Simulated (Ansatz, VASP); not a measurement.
**CdS: VASP beside Ansatz**

POSCAR

```
CdS
1.0
    3.3614524370      0.0000000000      0.0000000000
    0.0000000000      3.3614524370      0.0000000000
    0.0000000000      0.0000000000      3.4467825434
Cd S
1 1
Direct
    0.5000000000      0.5000000000      0.5000000000
    0.0000000000      0.0000000000      0.0000000000
```

INCAR.step1

```
PREC = Accurate
ENCUT = 600
ISMEAR = 0
SIGMA = 0.1
LREAL = F
LASPH = T
NELM = 80
GGA = PE
ALGO = Normal
EDIFF = 1E-4
LWAVE = T
LCHARG = F
```

Contents of INCAR.step2:

```
PREC = Accurate
ENCUT = 600
EDIFF = 1E-6
ISMEAR = 0
SIGMA = 0.1
LREAL = F
LASPH = T
NELM = 80
ALGO = Normal
ISIF = 3
LWAVE = F
LCHARG = F
METAGGA = R2SCAN
LMIXTAU = T
IBRION = 2
NSW = 90
EDIFFG = -0.04
ISTART = 1
```

KPOINTS

```
Automatic mesh
0
Gamma
  6 6 6
```

Input for Ansatz:

```yaml
crystal:
  lattice:
    - [3.361452437, 0.0, 0.0]
    - [0.0, 3.361452437, 0.0]
    - [0.0, 0.0, 3.4467825434]
  atoms:
    - { symbol: Cd, position: [0.5, 0.5, 0.5] }
    - { symbol: S, position: [0.0, 0.0, 0.0] }
basis:
  ecutwfc: 500
kpoints:
  mp_grid: { grid: [6, 6, 6] }
hamiltonian:
  xc: r2scan
scf:
  occupations: { method: gaussian, width: 0.1 }
  lower_state_search: "off"
output:
  forces: true
  stress: true
  eigenvalues: true
relax:
  adjacent_minimum: "off"
  f_tol: 0.04
  max_steps: 70
  cell: { stress_tol: 0.4 }
```

Alike in both runs: task relaxation of cell and atoms; functional r2SCAN; k mesh 6 × 6 × 6; occupations gaussian, width 0.1 eV; no spin polarisation.

|  | VASP | Ansatz |
| --- | --- | --- |
| version | VASP 6.6.1 | Ansatz 0.2.0 |
| potentials or method | VASP PAW PBE potentials, release 64 (Cd, S), cutoff 600 eV | scalar-relativistic, plane waves, PAW |
| valence electrons in the cell | 18 | 26 |

```csv
,VASP,Ansatz,Ansatz less VASP
"gap on the k mesh at the Fermi level, each at its own relaxed structure (eV)",none,none,-
relaxed volume (Å³/atom),19.53,19.36,-0.168
relaxed length of the cell vector where the two differ most in proportion (Å),3.406,3.359,-0.0468
```

VASP's potentials were made for PBE, not for r2SCAN. A gap of «none» marks a metal or a gap that the smearing closes. VASP's potentials hold 18 valence electrons a cell and Ansatz's 26, so a difference there can come from the potentials and not from the codes.
